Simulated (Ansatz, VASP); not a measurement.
# In: VASP beside Ansatz

The input INCAR:

```
SYSTEM = In
PREC = Accurate ; ENCUT = 520
EDIFF = 1E-6 ; ISMEAR = 0
SIGMA = 0.15 ; LREAL = .False.
LASPH = .True. ; NELM = 80
ALGO = Fast ; ISIF = 2
LWAVE = .False. ; LCHARG = .False.
GGA = PS ; NBANDS = 12
```

Contents of KPOINTS:

```
regular mesh
0
Gamma
  20 20 20
  0 0 0
```

File POSCAR:

```
In
1.0
   -1.6261500000      1.6830652500      2.4739500000
    1.6261500000     -1.6830652500      2.4739500000
    1.6261500000      1.6830652500     -2.4739500000
In
1
Direct
    0.0000000000      0.0000000000      0.0000000000
```

Input for Ansatz:

```yaml
crystal:
  lattice:
    - [-1.62615, 1.68306525, 2.47395]
    - [1.62615, -1.68306525, 2.47395]
    - [1.62615, 1.68306525, -2.47395]
  atoms:
    - { symbol: In, position: [0.0, 0.0, 0.0] }
basis:
  ecutwfc: 420
kpoints:
  mp_grid: { grid: [20, 20, 20] }
hamiltonian:
  xc: pbesol
scf:
  occupations: { method: gaussian, width: 0.15 }
output:
  forces: true
  stress: true
  eigenvalues: true
```

Change from the starting cell: strain +0.0350 x Voigt [0, 1, 0, 0, 0, 0], atoms carried along.

Alike in both runs: task single point; functional PBEsol; k mesh 20 × 20 × 20; occupations gaussian, width 0.15 eV; no spin polarisation.

|  | VASP | Ansatz |
| --- | --- | --- |
| version | VASP 6.6.1 | Ansatz 0.2.0 |
| potentials or method | VASP PAW PBE potentials, release 64 (In_d), cutoff 520 eV | scalar-relativistic, plane waves, PAW |
| valence electrons in the cell | 13 | 13 |

Ansatz gave:

```
gap on the k mesh at the Fermi level (eV)                     : none
pressure (GPa)                                                : -2.2
traceless stress, the component that is largest in VASP (GPa) : 0.25
```

Question: What did VASP give for the same quantities?

Answer: gap on the k mesh at the Fermi level (eV): none; pressure (GPa): -2.1; traceless stress, the component that is largest in VASP (GPa): 0.25.

VASP's potentials were made for PBE, not for PBEsol. A gap of «none» marks a metal or a gap that the smearing closes.
